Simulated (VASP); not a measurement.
# In (P6_3/mmc) in VASP: further runs, part 2 of 2

VASP 6.6.1. Earlier steps stand in the parts before.

## Step 4: Single point, PBE (volume scaled by 0.92)

File INCAR:

```
PREC = Accurate
ENCUT = 520
EDIFF = 1E-7
ISMEAR = -1
SIGMA = 0.1
LREAL = False
LASPH = True
NELM = 100
ALGO = Normal
ISIF = 2
LWAVE = False
LCHARG = False
GGA = PE
NBANDS = 20
```

File KPOINTS:

```
regular mesh
0
Gamma
  12 12 7
```

File POSCAR:

```
In
1.0
    3.3068650095      0.0000000000      0.0000000000
   -1.6534325047      2.8638291051      0.0000000000
    0.0000000000      0.0000000000      5.3745386611
In
2
Direct
    0.3333333333      0.6666666667      0.2500000000
    0.6666666667      0.3333333333      0.7500000000
```

Potentials or basis: VASP PAW PBE potentials, release 64 (In_d).

The run is started by

```console
> cat potpaw_PBE.64/In_d/POTCAR > POTCAR
> mpirun -np 1 vasp_std > vasp.out
```

OUTCAR:

```text
PREC = Accurate
   ENCUT = 520
   EDIFF = 1E-7
   ISMEAR = -1
   LREAL = False
   LASPH = True
   NELM = 100
   ISIF = 2
   GGA = PE

 ion  position               nearest neighbor table
   1  0.333  0.667  0.250-   2 3.30   2 3.30   2 3.30   2 3.30   2 3.30   2 3.30
   2  0.667  0.333  0.750-   1 3.30   1 3.30   1 3.30   1 3.30   1 3.30   1 3.30

  LATTYP: Found a hexagonal cell.
 ALAT       =     3.3068650095
 C/A-ratio  =     1.6252670265

  Lattice vectors:

 A1 = (   3.3068650095,   0.0000000000,   0.0000000000)
 A2 = (  -1.6534325047,   2.8638291051,   0.0000000000)
 A3 = (   0.0000000000,   0.0000000000,   5.3745386611)

Analysis of symmetry for initial positions (statically):
=====================================================================
 Subroutine PRICEL returns:
 Original cell was already a primitive cell.

 Routine SETGRP: Setting up the symmetry group for a
 hexagonal supercell.

 Subroutine GETGRP returns: Found 24 space group operations
 (whereof 12 operations were pure point group operations)
 out of a pool of 24 trial point group operations.

The static configuration has the point symmetry D_3d.
 The point group associated with its full space group is D_6h.

Analysis of symmetry for dynamics (positions and initial velocities):
=====================================================================
 Subroutine PRICEL returns:
 Original cell was already a primitive cell.

 Routine SETGRP: Setting up the symmetry group for a
 hexagonal supercell.

 Subroutine GETGRP returns: Found 24 space group operations
 (whereof 12 operations were pure point group operations)
 out of a pool of 24 trial point group operations.

The dynamic configuration has the point symmetry D_3d.
 The point group associated with its full space group is D_6h.

 Subroutine INISYM returns: Found 24 space group operations
 (whereof 12 operations are pure point group operations),
 and found     1 'primitive' translations

----------------------------------------------------------------------------------------

                                     Primitive cell

  volume of cell :      50.8985

  direct lattice vectors                    reciprocal lattice vectors
     3.306865010  0.000000000  0.000000000     0.302401216  0.174591423  0.000000000
    -1.653432505  2.863829105  0.000000000     0.000000000  0.349182847  0.000000000
     0.000000000  0.000000000  5.374538661     0.000000000  0.000000000  0.186062481

  length of vectors
     3.306865010  3.306865009  5.374538661     0.349182847  0.349182847  0.186062481

  position of ions in fractional coordinates (direct lattice)
     0.333333333  0.666666667  0.250000000
     0.666666667  0.333333333  0.750000000

  ion indices of the primitive-cell ions
   primitive index   ion index
                 1           1
                 2           2

----------------------------------------------------------------------------------------

 KPOINTS: regular mesh

Automatic generation of k-mesh.
 Grid dimensions read from file:
 generate k-points for:   12   12    7

 Generating k-lattice:

  Cartesian coordinates                     Fractional coordinates (reciprocal lattice)
     0.025200101  0.014549285  0.000000000     0.083333333  0.000000000  0.000000000
     0.000000000  0.029098571  0.000000000     0.000000000  0.083333333  0.000000000
     0.000000000  0.000000000  0.026580354     0.000000000  0.000000000  0.142857143

  Length of vectors
     0.029098571  0.029098571  0.026580354

  Shift w.r.t. Gamma in fractional coordinates (k-lattice)
     0.000000000  0.000000000  0.000000000

 Subroutine IBZKPT returns following result:
 ===========================================

 Found     76 irreducible k-points:

 Following reciprocal coordinates:
            Coordinates               Weight
  0.000000  0.000000  0.000000      1.000000
  0.083333  0.000000  0.000000      6.000000
  0.166667  0.000000  0.000000      6.000000
  0.250000  0.000000  0.000000      6.000000
  0.333333  0.000000  0.000000      6.000000
  0.416667  0.000000  0.000000      6.000000
[... 16 lines left out ...]
  0.250000  0.000000  0.142857     12.000000
  0.333333  0.000000  0.142857     12.000000
 [... further k-points ...]
   k-points           NKPTS =     76   k-points in BZ     NKDIM =     76   number of bands    NBANDS=     20
   number of dos      NEDOS =    301   number of ions     NIONS =      2
   total plane-waves  NPLWV =  31360
   dimension x,y,z NGX =    28 NGY =   28 NGZ =   40
   dimension x,y,z NGXF=    56 NGYF=   56 NGZF=   80
   ions per type =               2
   NGX,Y,Z   is equivalent  to a cutoff of  14.08, 14.08, 12.37 a.u.
   NGXF,Y,Z  is equivalent  to a cutoff of  28.15, 28.15, 24.75 a.u.
 SYSTEM =  unknown system
   PREC   = accura    normal or accurate (medium, high low for compatibility)
   ISTART =      0    job   : 0-new  1-cont  2-samecut
   ICHARG =      2    charge: 1-file 2-atom 10-const
   ISPIN  =      1    spin polarized calculation?
   LNONCOLLINEAR =      F non collinear calculations
   LSORBIT =      F    spin-orbit coupling
   LASPH  =      T    aspherical Exc in radial PAW
   ENCUT  =  520.0 eV  38.22 Ry    6.18 a.u.   6.15  6.15  9.99*2*pi/ulx,y,z
   NELM   =    100;   NELMIN=  2; NELMDL= -5     # of ELM steps
   EDIFF  = 0.1E-06   stopping-criterion for ELM
   LREAL  =      F    real-space projection
   EDIFFG = 0.1E-05   stopping-criterion for IOM
   NSW    =      0    number of steps for IOM
   IBRION =     -1    ionic relax: 0-MD 1-quasi-New 2-CG
   NFREE  =      0    steps in history (QN), initial steepest desc. (CG)
   ISIF   =      2    stress and relaxation
   ISYM   =      2    0-nonsym 1-usesym 2-fastsym
   POTIM  = 0.5000    time-step for ionic-motion
   TEBEG  =    0.0;   TEEND  =   0.0 temperature during run
   PSTRESS=    0.0 pullay stress
   NELECT =      26.0000    total number of electrons
   NUPDOWN=      -1.0000    fix difference up-down
   EMIN   =  10.00;   EMAX   =-10.00  energy-range for DOS
   EFERMI =   0.00;   METHOD = LEGACY
   ISMEAR =    -1;   SIGMA  =   0.10  broadening in eV -4-tet -1-fermi 0-gaus
   EFERMI_NEDOS =   21; number of points for ismear=-14 and -15
   IALGO  =     38    algorithm
   IMIX   =      4    mixing-type and parameters
     AMIX     =   0.40;   BMIX     =  1.00
     AMIX_MAG =   1.60;   BMIX_MAG =  1.00
  volume/ion in A,a.u.               =      25.45       171.74
  Fermi-wavevector in a.u.,A,eV,Ry     =   1.308673  2.473033 23.301666  1.712624
  Thomas-Fermi vector in A             =   2.439324
   LORBIT       =      0    0 simple, 1 ext, 2 COOP (PROOUT), +10 PAW based schemes
   GGA     = PE    functional components
   LHFCALC =     F    Hartree Fock is set to
   AEXX    =    0.0000 exact exchange contribution
   IVDW    =     0    specifies the selected vdW correction
   LEPSILON=     F    determine dielectric tensor
   LRPA    =     F    only Hartree local field effects (RPA)
 non-spin polarized calculation
  energy-cutoff  :      520.00
  volume of cell :       50.90
 maximum number of plane-waves:      1387
 NGX is ok and might be reduce to    28
   NGX = 13   NGY = 13   NGZ = 19

 number of electron      26.0000000 magnetization

 Free energy of the ion-electron system (eV)
  ---------------------------------------------------
  ext. energy  EPLUGINS =         0.00000000
  ---------------------------------------------------
  free energy    TOTEN  =        -5.07811143 eV

  energy without entropy =       -5.05177982  energy(sigma->0) =       -5.06494562

 E-fermi :   7.8700     XC(G=0): -10.3863

 val. band max:        7.8173492152   @ k =   0.3333   0.3333   0.4286
 cond. band min:       7.8966751094   @ k =   0.0833   0.0000   0.2857
 fundamental gap:      0.0793258942
 Fermi energy:         7.8699675499

 k-point     1 :       0.0000    0.0000    0.0000
  band No.  band energies     occupation
      1      -6.9010      2.00000
      2      -6.8201      2.00000
      3      -6.7927      2.00000
      4      -6.7927      2.00000
      5      -6.7606      2.00000
      6      -6.7606      2.00000
[... 12 lines left out ...]
     19      18.9057      0.00000
     20      19.2914      0.00000

 k-point     2 :       0.0833    0.0000    0.0000
  band No.  band energies     occupation
      1      -6.8917      2.00000
      2      -6.8295      2.00000
      3      -6.7766      2.00000
      4      -6.7718      2.00000
      5      -6.7587      2.00000
      6      -6.7408      2.00000
[... 498 lines left out ...]
 k-point    24 :       0.3333    0.0000    0.1429
  band No.  band energies     occupation
      1      -6.9818      2.00000
      2      -6.8772      2.00000
      3      -6.8311      2.00000
      4      -6.7757      2.00000
      5      -6.6992      2.00000
      6      -6.6632      2.00000
[... 12 lines left out ...]
     19      16.6346      0.00000
     20      18.2440      0.00000

 [... further k-points ...]
[... 5 lines left out ...]
  --------------------------------------------------------------------------------------
  -------------------------------------------------------------------------------------
  Total        1.1966941      1.1966941      0.9746317      0.0000000     -0.0000000      0.0000000
  in kB       37.6694222     37.6694222     30.6793656      0.0000000     -0.0000000      0.0000000
  external PRESSURE =      35.3394033 kB  Pullay stress =       0.0000000 kB

 VOLUME and BASIS-vectors are now :
 -----------------------------------------------------------------------------
  energy-cutoff  :      520.00
  volume of cell :       50.90
      direct lattice vectors                 reciprocal lattice vectors
     3.306865010  0.000000000  0.000000000     0.302401216  0.174591423  0.000000000
    -1.653432505  2.863829105  0.000000000     0.000000000  0.349182847  0.000000000
     0.000000000  0.000000000  5.374538661     0.000000000  0.000000000  0.186062481

 POSITION                                       TOTAL-FORCE (eV/Angst)
 -----------------------------------------------------------------------------------
     -0.00000      1.90922      1.34363        -0.000000      0.000000      0.000000
      1.65343      0.95461      4.03090         0.000000     -0.000000      0.000000
 -----------------------------------------------------------------------------------
    total drift:                               -0.000000      0.000000      0.000000

  FREE ENERGIE OF THE ION-ELECTRON SYSTEM (eV)
  ---------------------------------------------------
  free  energy   TOTEN  =        -5.0781114286 eV

  energy  without entropy=       -5.0517798202  energy(sigma->0) =       -5.06494562
```

OSZICAR:

```text
N       E                     dE             d eps       ncg     rms          rms(c)
DAV:   1     0.213108475085E+03    0.21311E+03   -0.13246E+04  3064   0.185E+03
DAV:   2     0.108576826655E+02   -0.20225E+03   -0.19864E+03  3072   0.380E+02
DAV:   3    -0.465640614865E+01   -0.15514E+02   -0.15412E+02  3484   0.120E+02
DAV:   4    -0.511212781932E+01   -0.45572E+00   -0.45547E+00  3656   0.223E+01
DAV:   5    -0.513821244901E+01   -0.26085E-01   -0.26083E-01  4468   0.441E+00    0.356E+00
DAV:   6    -0.508897628927E+01    0.49236E-01   -0.86162E-02  4112   0.490E+00    0.163E+00
DAV:   7    -0.507883970369E+01    0.10137E-01   -0.24823E-02  4132   0.239E+00    0.384E-01
DAV:   8    -0.507808623509E+01    0.75347E-03   -0.16941E-03  3532   0.502E-01    0.470E-02
DAV:   9    -0.507810513211E+01   -0.18897E-04   -0.73614E-05  4768   0.854E-02    0.178E-02
DAV:  10    -0.507811089247E+01   -0.57604E-05   -0.77080E-06  4116   0.390E-02    0.598E-03
DAV:  11    -0.507811157401E+01   -0.68154E-06   -0.11926E-06  3584   0.124E-02    0.121E-03
DAV:  12    -0.507811147041E+01    0.10360E-06   -0.30385E-08  1880   0.146E-03    0.699E-04
DAV:  13    -0.507811142856E+01    0.41852E-07   -0.10031E-08  1780   0.977E-04
   1 F= -.50781114E+01 E0= -.50649456E+01  d E =-.263316E-01
```

Run time: 28 s. Hardware: 1 thread of Intel Xeon 6975P-C (Granite Rapids), shared host; peak memory 0.21 GiB.

Results:

```
Free energy            : -5.0781 eV
Pressure               : 3.5 GPa
Band gap on the k mesh : zero (band 13 reaches 10.69 eV, above the bottom of band 14 at 5.53 eV)
```

Levels at points of the mesh, in eV from the Fermi level:
```
           k point  band 10  band 11  band 12  band 13  band 14  band 15  band 16  band 17
(0.00, 0.00, 0.00)   -14.36    -9.77    -4.31    -3.51     8.44     8.44    10.34    10.34
(0.50, 0.00, 0.00)   -14.32    -4.99    -4.31     0.31     0.44     0.87     2.95     4.03
```

Caveat: spin-orbit coupling is left out, which moves the levels of the heavy elements.

## Step 5: Overview

| cell | k mesh | gap on the mesh (eV) | pressure (GPa) |
| --- | --- | --- | --- |
| a = 3.400, b = 3.400, c = 5.526 Å, angles 90.0, 90.0, 120.0°, 2 atoms | 11 × 11 × 6 | none | 0.0 |
| a = 3.258, b = 3.258, c = 5.295 Å, angles 90.0, 90.0, 120.0°, 2 atoms | 12 × 12 × 7 | none | 6.1 |
| a = 3.307, b = 3.307, c = 5.375 Å, angles 90.0, 90.0, 120.0°, 2 atoms | 12 × 12 × 7 | none | 3.5 |

Alike in all rows: task single point; level PBE; potentials or basis VASP PAW PBE potentials, release 64 (In_d); no spin polarisation; cutoff (eV) 520; smearing fermi-dirac 0.1 eV.

Caveats: spin-orbit coupling is left out, which moves the levels of the heavy elements.

Total energies depend on the potentials used, so only differences within one code and one set of settings carry meaning.
